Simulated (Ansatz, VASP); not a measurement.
TaI3 in VASP and in Ansatz

INCAR

```
PREC = Accurate ; ENCUT = 520
EDIFF = 1E-6 ; ISMEAR = 0
SIGMA = 0.05 ; LREAL = F
LASPH = T ; NELM = 150
ALGO = Normal ; ISIF = 2
LWAVE = F ; LCHARG = T
ISPIN = 2 ; MAGMOM = 2 -2 0 0 0 0 0 0
LORBIT = 11 ; LMAXMIX = 4
GGA = PE ; LELF = T
LVHAR = T ; NBANDS = 46
```

KPOINTS

```
regular mesh
0
Gamma
  6 6 3
```

File POSCAR:

```
TaI3
1.0
    5.5923770448      0.0000000000      5.5923770448
    0.0000000000      5.5923770448      5.5923770448
    0.0000000000      0.0000000000     11.1847540896
Ta I
2 6
Direct
    0.0000000000      0.0000000000      0.0000000000
    0.0000000000      0.0000000000      0.5000000000
    0.5000000000      0.0000000000      0.7500000000
    0.0000000000      0.0000000000      0.2500000000
    0.0000000000      0.5000000000      0.7500000000
    0.5000000000      0.0000000000      0.2500000000
    0.0000000000      0.0000000000      0.7500000000
    0.0000000000      0.5000000000      0.2500000000
```

Input for Ansatz:

```yaml
crystal:
  lattice:
    - [5.5923770448, 0.0, 5.5923770448]
    - [0.0, 5.5923770448, 5.5923770448]
    - [0.0, 0.0, 11.1847540896]
  atoms:
    - { symbol: Ta, position: [0.0, 0.0, 0.0], spin: 2.0 }
    - { symbol: I, position: [0.5, 0.0, 0.75] }
    - { symbol: I, position: [0.0, 0.0, 0.25] }
    - { symbol: I, position: [0.0, 0.5, 0.75] }
    - { symbol: Ta, position: [0.0, 0.0, 0.5], spin: -2.0 }
    - { symbol: I, position: [0.5, 0.0, 0.25] }
    - { symbol: I, position: [0.0, 0.0, 0.75] }
    - { symbol: I, position: [0.0, 0.5, 0.25] }
basis:
  ecutwfc: 420
  ecutrho_ratio: 4
kpoints:
  mp_grid: { grid: [6, 6, 3] }
hamiltonian:
  xc: pbe
scf:
  occupations: { method: gaussian, width: 0.05 }
output:
  forces: true
  stress: true
  eigenvalues: true
  populations: true
magnetization:
  spin_polarized: true
```

Alike in both runs: task single point; functional PBE; k mesh 6 × 6 × 3; occupations gaussian, width 0.05 eV; collinear spin.

|  | VASP | Ansatz |
| --- | --- | --- |
| version | VASP 6.6.1 | Ansatz 0.2.0 |
| potentials or method | VASP PAW PBE potentials, release 64 (Ta_pv, I), cutoff 520 eV | scalar-relativistic, plane waves, PAW |
| valence electrons in the cell | 64 | 128 |

|  | VASP | Ansatz | Ansatz less VASP |
| --- | --- | --- | --- |
| gap on the k mesh at the Fermi level (eV) | none | none | - |
| pressure (GPa) | 0.3 | 0.3 | 0.00 |
| net moment per atom (μB) | 0.00 | 0.00 | 0.000 |
| size of the moment on the site where the two differ most (μB) | 0.92 | 0.85 | -0.062 |

Site moments also hang on the region over which each program counts them. A gap of «none» marks a metal or a gap that the smearing closes. VASP's potentials hold 64 valence electrons a cell and Ansatz's 128, so a difference there can come from the potentials and not from the codes.

Neither program's run includes spin-orbit coupling.
